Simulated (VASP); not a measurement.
A run of VASP 6.6.1 is set up as follows.

INCAR

```
SYSTEM = MgH2
PREC = Accurate
ENCUT = 520
EDIFF = 1E-6
ISMEAR = 0
SIGMA = 0.01
LREAL = .FALSE.
LASPH = .TRUE.
NELM = 60
ALGO = Normal
ISIF = 2
LWAVE = .FALSE.
LCHARG = .TRUE.
GGA = PE
LELF = .TRUE.
LVHAR = .TRUE.
NBANDS = 13
```

The input KPOINTS:

```
Automatic mesh
0
G
  8 8 8
  0 0 0
```

Contents of POSCAR:

```
MgH2
1.0
   -1.8652034449      1.8652034449      4.6343265832
    1.8652034449     -1.8652034449      4.6343265832
    1.8652034449      1.8652034449     -4.6343265832
Mg H
2 4
Direct
    0.7500000000      0.2500000000      0.5000000000
    0.0000000000      0.0000000000      0.0000000000
    0.5399464740      0.0399464740      0.5000000000
    0.7899464740      0.7899464740      0.0000000000
    0.2100535260      0.2100535260      0.0000000000
    0.9600535260      0.4600535260      0.5000000000
```

Potentials or basis: VASP PAW PBE potentials, release 64 (Mg, H).

The run is started by

```console
$ cat potpaw_PBE.64/Mg/POTCAR potpaw_PBE.64/H/POTCAR > POTCAR
$ mpirun -np 1 vasp_std > vasp.out
```

Q: Predict the pressure.

A: 2.9 GPa.

Q: Estimate the band gap on the k mesh.

A: 3.61 eV (least direct gap 4.81 eV).

Forces in eV/Å, atoms in the order of the input:
```
Mg   0.000  0.000  0.000
Mg   0.000  0.000  0.000
H    0.000  0.000 -0.066
H    0.000  0.000 -0.066
H    0.000  0.000  0.066
H    0.000  0.000  0.066
```

A k mesh can miss the band edges.
